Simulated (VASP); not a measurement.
Here is a VASP 6.6.1 calculation.

The input INCAR:

```
SYSTEM = BN
  PREC = Accurate
  ENCUT = 520
  EDIFF = 1E-7
  ISMEAR = 0
  SIGMA = 0.05
  LREAL = .False.
  LASPH = .True.
  NELM = 80
  ALGO = Normal
  ISIF = 2
  LWAVE = .False.
  LCHARG = .False.
  GGA = PE
  IVDW = 12
  NBANDS = 26
```

File KPOINTS:

```
regular mesh
0
Gamma
  7 9 3
  0 0 0
```

POSCAR

```
BN
1.0
    1.2538424667     -3.3394821656      0.0000000000
    2.5076849335      0.0000000000      0.0000000000
    1.8807637001     -0.5565803609      8.6753276438
B N
4 4
Direct
   -0.1388922395     -0.5555689579      0.8333534369
   -0.0138922395      0.4444310421      0.0833534369
   -0.0555589062     -0.2222356246      0.3333534369
   -0.0972255728      0.1110977087      0.5833534369
   -0.0277660930     -0.1110643721      0.1665965581
   -0.0694327597      0.2222689613      0.4165965581
   -0.1110994264     -0.4443977054      0.6665965581
   -0.1527660930     -0.1110643721      0.9165965581
```

Potentials or basis: VASP PAW PBE potentials, release 64 (B, N).

Run with:

```bash
$ cat potpaw_PBE.64/B/POTCAR potpaw_PBE.64/N/POTCAR > POTCAR
$ mpirun -np 1 vasp_std > vasp.out
```

**Question.** Estimate the largest force.

**Answer.** 4.783 eV/Å.

**Question.** Estimate the dispersion energy per atom.

**Answer.** -0.140 eV.

**Question.** What does it give for the pressure?

**Answer.** -2.3 GPa.

**Question.** Predict the band gap on the k mesh.

**Answer.** 3.04 eV (least direct gap 3.29 eV).

Stress tensor (GPa, compression positive):
```
-6.18 -5.63 17.20
-5.63 -1.99  0.46
17.20  0.46  1.26
```

Caveat: the cell differs from its parent crystal (the part above a cut slid along it); the stress differs along the axes, from -6 to 1 GPa; forces of over 1 eV/Å act on the atoms, so gaps and moduli don't describe the material at rest. A k mesh can miss the band edges.
